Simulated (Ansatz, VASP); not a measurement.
**Two plane-wave programs on WSe2**

```
CELL_PARAMETERS angstrom
3.31436 0.00000 0.00000
-1.65718 2.75551 0.00000
0.00000 0.00000 16.65868
ATOMIC_POSITIONS crystal
W 0.00000 0.00000 0.00000
Se 0.33333 0.66667 0.09970
Se 0.33333 0.66667 0.90030
```

Change from the starting cell: strain -0.0400 x Voigt [0, 1, 0, 0, 0, 0], atoms carried along.

Alike in both runs: task single point; functional r2SCAN; k mesh 12 × 12 × 2; occupations gaussian, width 0.05 eV; no spin polarisation.

|  | VASP | Ansatz |
| --- | --- | --- |
| version | VASP 6.6.1 | Ansatz 0.2.0 |
| potentials or method | VASP PAW PBE potentials, release 64 (W_sv, Se), cutoff 520 eV | scalar-relativistic, plane waves, PAW |
| valence electrons in the cell | 26 | 46 |

```csv
,VASP,Ansatz,Ansatz less VASP
gap on the k mesh at the Fermi level (eV),1.86,1.86,+0.003
least direct gap on the mesh (eV),1.86,1.86,+0.003
rms of the force components (eV/Å),0.285,0.264,-0.0216
```

VASP's potentials were made for PBE, not for r2SCAN. Atom by atom the forces differ by 0.025 eV/Å (rms over components). With one functional, cell and mesh, what is left measures potentials, basis and numerics. VASP's potentials hold 26 valence electrons a cell and Ansatz's 46, so a difference there can come from the potentials and not from the codes.

Neither program's run includes spin-orbit coupling.
